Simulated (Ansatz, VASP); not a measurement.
# TiC: VASP beside Ansatz

```
Ti C
1.0
     0.00000    2.16400    2.16400
     2.16400    0.00000    2.16400
     2.16400    2.16400    0.00000
Ti C
1 1
Cartesian
  -0.0707 -0.0707 -0.1000
  2.1640 2.1640 2.1640
```

Alike in both runs: task single point; functional PBE; k mesh 18 × 18 × 18; occupations gaussian, width 0.15 eV; no spin polarisation.

```csv
,VASP,Ansatz
version,VASP 6.6.1,Ansatz 0.2.0
potentials or method,"VASP PAW PBE potentials, release 64 (Ti_sv, C), cutoff 520 eV","scalar-relativistic, plane waves, PAW"
valence electrons in the cell,16,16
```

|  | VASP | Ansatz | Ansatz less VASP |
| --- | --- | --- | --- |
| gap on the k mesh at the Fermi level (eV) | none | none | - |
| pressure (GPa) | 3.4 | 3.2 | -0.20 |
| traceless stress, the component that is largest in VASP (GPa) | -1.33 | -1.32 | +0.006 |
| rms of the force components (eV/Å) | 0.693 | 0.690 | -0.0031 |

Atom by atom the forces differ by 0.003 eV/Å (rms over components). A gap of «none» marks a metal or a gap that the smearing closes.
